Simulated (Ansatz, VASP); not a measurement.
Two plane-wave programs on SiO2

```xyz
12
Lattice="-4.5053 4.5053 2.6365 4.5053 -4.5053 2.6365 4.5053 4.5053 -2.6365" Properties=species:S:1:pos:R:3 pbc="T T T"
Si    1.5942    1.5942    0.0000
Si   -2.9110    2.9110    2.6365
Si    2.9110   -2.9110    2.6365
Si    2.9110    2.9110    2.6365
O     2.2526    2.2526    1.3183
O     2.2526   -2.2526    1.3183
O    -2.2526    2.2526    1.3183
O     2.2526    2.2526   -1.3183
O     1.8873    0.0000    0.0000
O     0.0000    7.1232    0.0000
O     0.0000    1.8873    0.0000
O     7.1232    0.0000    0.0000
```

Alike in both runs: functional PBE; k mesh 6 × 6 × 6; occupations gaussian, width 0.02 eV; no spin polarisation.

Ansatz relaxed the structure, and its values are those at the end. VASP's run is a single point on that final structure, the one shown.

```csv
,VASP,Ansatz
version,VASP 6.6.1,Ansatz 0.2.0
potentials or method,"VASP PAW PBE potentials, release 64 (Si, O), cutoff 520 eV","scalar-relativistic, plane waves, PAW"
valence electrons in the cell,64,64
```

Ansatz gave:

| Item | Value |
| --- | --- |
| gap on the k mesh at the Fermi level (eV) | 5.36 |
| least direct gap on the mesh (eV) | 5.36 |
| pressure (GPa) | 0.0 |
| rms of the force components (eV/Å) | 0.002 |

Task: What did VASP give for the same quantities?

Result: gap on the k mesh at the Fermi level (eV): 5.36; least direct gap on the mesh (eV): 5.36; pressure (GPa): 0.0; rms of the force components (eV/Å): 0.008.

With one functional, cell and mesh, what is left measures potentials, basis and numerics.
